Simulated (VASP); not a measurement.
A run of VASP 6.6.1:

Contents of INCAR:

```
SYSTEM = Ti3C
ALGO = Normal
DIPOL = 0.5 0.5 0.348
EDIFF = 1E-6
ENCUT = 520
GGA = PE
IDIPOL = 3
ISIF = 2
ISMEAR = 0
LASPH = .TRUE.
LCHARG = .FALSE.
LDIPOL = .TRUE.
LREAL = .FALSE.
LWAVE = .FALSE.
NBANDS = 28
NELM = 80
PREC = Accurate
SIGMA = 0.1
```

Contents of KPOINTS:

```
k-points
0
G
  9 9 1
  0 0 0
```

File POSCAR:

```
Ti3C
1.0
    2.9075446952      0.0000000000      0.0000000000
    0.0000000000      2.9075446952      0.0000000000
    0.0000000000      0.0000000000     19.3059824261
Ti C
3 1
Direct
    0.5000000000      0.5000000000      0.2071896634
    0.0000000000      0.0000000000      0.3057583540
    0.5000000000      0.5000000000      0.4043297178
    0.6666666667      0.8333333333      0.4763239465
```

Potentials or basis: VASP PAW PBE potentials, release 64 (Ti_sv, C).

Launch:

```sh
$ cat potpaw_PBE.64/Ti_sv/POTCAR potpaw_PBE.64/C/POTCAR > POTCAR
$ mpirun -np 1 vasp_std > vasp.out
```

Hardware: 1 thread of Intel(R) Xeon(R) Platinum 8559C (Emerald Rapids) (shared host).

Problem. How long does it take, and how much memory?

Solution. Run time: 5.6 min on 1 thread of Intel(R) Xeon(R) Platinum 8559C (Emerald Rapids), with other jobs on the host, peak memory 0.34 GiB. Counts: scf iterations 28, k points 41.
